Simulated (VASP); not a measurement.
Runs of VASP 6.6.1 on NaB. The structure is that of space group Fm-3m (No. 225), or close to it. The cells are those of the table. 

```tsv
task	level	potentials or basis	cell	cutoff (eV)	gap on the mesh (eV)	pressure (GPa)	relaxed volume (Å³/atom)
single point	PBEsol	VASP PAW PBE potentials, release 64 (Na_pv, B)	a = 3.750 Å, angles 60.0°, 2 atoms	520	none	0.1	-
relaxation of cell and atoms	PBE+D4	VASP PAW PBE potentials, release 64 (Na_pv, B)	relaxed from a = 3.796 Å, angles 60.0°, 2 atoms	600	none	0.0	18.95
relaxation of cell and atoms	r2SCAN+rVV10	VASP PAW PBE potentials, release 64 (Na_pv, B)	relaxed from a = 3.796 Å, angles 60.0°, 2 atoms	600	none	-0.1	18.87
single point	PBE+D4	VASP PAW PBE potentials, release 64 (Na_pv, B)	a = 3.768 Å, angles 60.0°, 2 atoms	520	none	0.1	-
single point	LDA	VASP PAW LDA potentials, release 64 (Na_pv, B)	a = 3.680 Å, angles 60.0°, 2 atoms	520	none	0.0	-
relaxation of cell and atoms	PBEsol	VASP PAW PBE potentials, release 64 (Na_pv, B)	relaxed from a = 3.796 Å, angles 60.0°, 2 atoms	600	none	0.0	18.69
single point	r2SCAN+rVV10	VASP PAW PBE potentials, release 64 (Na_pv, B)	a = 3.772 Å, angles 60.0°, 2 atoms	520	none	(b)	-
relaxation of cell and atoms	LDA	VASP PAW LDA potentials, release 64 (Na_pv, B)	relaxed from a = 3.796 Å, angles 60.0°, 2 atoms	600	none	0.0	(a)
```

Alike in all rows: no spin polarisation; k mesh 9 × 9 × 9; smearing fermi-dirac 0.1 eV.

**Question.** Fill in the values left out.

**Answer.** (a) 17.62; (b) -0.2.

Caveats: the PAW data sets were made with another functional, which shifts forces and pressure a little (at least some runs).

A gap of «none» marks levels without a gap at the run's occupations.
